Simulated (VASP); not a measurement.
Here is a VASP 6.6.1 calculation.

INCAR

```
SYSTEM = TiB
  PREC = Accurate
  ENCUT = 500
  EDIFF = 1E-6
  ISMEAR = 1
  SIGMA = 0.1
  LREAL = .FALSE.
  LASPH = .TRUE.
  NELM = 120
  ALGO = Normal
  ISIF = 2
  LWAVE = .FALSE.
  LCHARG = .FALSE.
  NBANDS = 14
  GGA_COMPAT = .FALSE.
```

File KPOINTS:

```
regular mesh
0
G
  9 9 9
  0 0 0
```

POSCAR

```
TiB
1.0
    0.0000000000      2.0581104144      2.0581104144
    2.0581104144      0.0000000000      2.0581104144
    2.0581104144      2.0581104144      0.0000000000
Ti B
1 1
Direct
    0.2500000000      0.2500000000      0.2500000000
    0.0000000000      0.0000000000      0.0000000000
```

Potentials or basis: VASP PAW LDA potentials, release 64 (Ti_sv, B).

Launch:

```bash
$ cat potpaw_LDA.64/Ti_sv/POTCAR potpaw_LDA.64/B/POTCAR > POTCAR
$ mpirun -np 1 vasp_std > vasp.out
```

(1) Predict the pressure.

## Answers

(1) 133.3 GPa.
